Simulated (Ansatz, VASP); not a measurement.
## One calculation of F, two programs

The input INCAR:

```
SYSTEM = F
ALGO = Normal
EDIFF = 1E-6
ENCUT = 520
GGA = PE
ISIF = 2
ISMEAR = 0
IVDW = 12
LASPH = .True.
LCHARG = .False.
LREAL = .False.
LWAVE = .False.
NBANDS = 22
NELM = 60
PREC = Accurate
SIGMA = 0.05
```

Contents of KPOINTS:

```
k-points
0
Gamma
  8 8 4
  0 0 0
```

The input POSCAR:

```
F
1.0
    2.7744316246     -1.9105248555      0.2927939103
    2.7744316246      1.9105248555      0.2927939103
   -0.8816121944      0.0000000000      7.1974279897
F
4
Direct
    0.9138648456      0.5855481450      0.0939279973
    0.4144518550      0.0861351544      0.4060720027
    0.0861351544      0.4144518550      0.9060720027
    0.5855481450      0.9138648456      0.5939279973
```

Input for Ansatz:

```yaml
crystal:
  lattice:
    - [2.7744316246, -1.9105248555, 0.2927939103]
    - [2.7744316246, 1.9105248555, 0.2927939103]
    - [-0.8816121944, 0.0, 7.1974279897]
  atoms:
    - { symbol: F, position: [0.9138648456, 0.585548145, 0.0939279973] }
    - { symbol: F, position: [0.414451855, 0.0861351544, 0.4060720027] }
    - { symbol: F, position: [0.0861351544, 0.414451855, 0.9060720027] }
    - { symbol: F, position: [0.585548145, 0.9138648456, 0.5939279973] }
basis:
  ecutwfc: 520.0
kpoints:
  mp_grid: { grid: [8, 8, 4] }
hamiltonian:
  xc: pbe
  dispersion: d3bj
scf:
  occupations: { method: gaussian, width: 0.05 }
output:
  forces: true
  stress: true
  eigenvalues: true
```

Change from the starting cell: volume 19.322 Å^3 an atom, stretch along a over the lengths across it, relative to the relaxed cell 0.9230.

Alike in both runs: task single point; functional PBE; dispersion D3(BJ); k mesh 8 × 8 × 4; occupations gaussian, width 0.05 eV; no spin polarisation.

```csv
,VASP,Ansatz
version,VASP 6.6.1,Ansatz 0.2.0
potentials or method,"VASP PAW PBE potentials, release 64 (F), cutoff 520 eV","scalar-relativistic, plane waves, PAW"
valence electrons in the cell,28,28
```

VASP gave:

| Property | Result |
| --- | --- |
| gap on the k mesh at the Fermi level (eV) | 2.08 |
| least direct gap on the mesh (eV) | 2.08 |
| pressure (GPa) | -5.4 |
| traceless stress, the component that is largest in VASP (GPa) | -6.69 |
| rms of the force components (eV/Å) | 1.266 |

Question: Estimate Ansatz's values.

Answer: gap on the k mesh at the Fermi level (eV): 2.14; least direct gap on the mesh (eV): 2.14; pressure (GPa): -5.4; traceless stress, the component that is largest in VASP (GPa): -7.35; rms of the force components (eV/Å): 1.392.

Atom by atom the forces differ by 0.126 eV/Å (rms over components).
